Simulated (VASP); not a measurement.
A run of VASP 6.6.1:

Contents of INCAR:

```
PREC     = Accurate       # precision mode
ENCUT    = 500            # plane-wave cutoff, eV
EDIFF    = 1E-7           # SCF threshold, eV
ISMEAR   = 0              # smearing method
SIGMA    = 0.01           # smearing width, eV
LREAL    = F              # projectors in reciprocal space
LASPH    = T              # aspherical terms in the spheres
NELM     = 120            # most SCF steps
ALGO     = Normal         # electronic algorithm
ISIF     = 3              # what is computed and relaxed
LWAVE    = F              # write WAVECAR
LCHARG   = F              # write CHGCAR
GGA      = B5             # functional
ALDAX    = 1.0          
AGGAX    = 1.0          
AGGAC    = 1.0          
ALDAC    = 0.0          
IVDW     = 12             # dispersion correction
VDW_S6   = 1.0          
VDW_S8   = 2.6996       
VDW_A1   = 0.4298       
VDW_A2   = 4.2359       
IBRION   = 2              # ionic algorithm
NSW      = 80             # ionic steps
EDIFFG   = -0.02          # ionic threshold
GGA_COMPAT= F            
NELMIN   = 4
```

Contents of KPOINTS:

```
regular mesh
0
Gamma
  4 4 4
```

The input POSCAR:

```
HgTe
1.0
    2.9925200000     -3.4669300000      0.0000000000
    2.9925200000      3.4669300000      0.0000000000
    0.0000000000      0.0000000000      5.7981600000
Hg Te
2 2
Direct
    0.3430500000      0.6569500000      0.7500000000
    0.6569500000      0.3430500000      0.2500000000
    0.7848100000      0.2151900000      0.7500000000
    0.2151900000      0.7848100000      0.2500000000
```

Potentials or basis: VASP PAW PBE potentials, release 64 (Hg, Te).

Command:

```console
$ cat potpaw_PBE.64/Hg/POTCAR potpaw_PBE.64/Te/POTCAR > POTCAR
$ mpirun -np 1 vasp_std > vasp.out
```

Hardware: 1 thread of Intel Xeon 8259CL (shared host).

Estimate the wall time of this run.

Wall time 15 min on 1 thread of Intel Xeon 8259CL (shared host), peak memory 0.27 GiB. Counts: scf iterations 93, k points 21, ion steps 10.
